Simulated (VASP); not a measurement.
A run of VASP 6.6.1:

The input INCAR:

```
SYSTEM = ScIr2
PREC = Accurate
ENCUT = 520
EDIFF = 1E-6
ISMEAR = 0
SIGMA = 0.1
LREAL = .FALSE.
LASPH = .TRUE.
NELM = 100
ALGO = Normal
ISIF = 2
LWAVE = .FALSE.
LCHARG = .TRUE.
GGA = PS
LELF = .TRUE.
LVHAR = .TRUE.
NBANDS = 38
```

KPOINTS

```
regular mesh
0
G
  6 6 6
  0 0 0
```

POSCAR

```
ScIr2
1.0
    0.0000000000      3.5989993634      3.5989993634
    3.5989993634      0.0000000000      3.5989993634
    3.5989993634      3.5989993634      0.0000000000
Sc Ir
2 4
Direct
    0.0000000000      0.0000000000      0.0000000000
    0.2500000000      0.2500000000      0.2500000000
    0.6250000000      0.6250000000      0.6250000000
    0.1250000000      0.6250000000      0.6250000000
    0.6250000000      0.6250000000      0.1250000000
    0.6250000000      0.1250000000      0.6250000000
```

Potentials or basis: VASP PAW PBE potentials, release 64 (Sc_sv, Ir).

Command:

```console
$ cat potpaw_PBE.64/Sc_sv/POTCAR potpaw_PBE.64/Ir/POTCAR > POTCAR
$ mpirun -np 1 vasp_std > vasp.out
```

Hardware: 1 thread of AMD EPYC 7R13 (shared host).

How long does it take, and how much memory?

It took 2.2 min on 1 thread of AMD EPYC 7R13 (shared host), peak memory 0.23 GiB. Counts: scf iterations 15, k points 16.
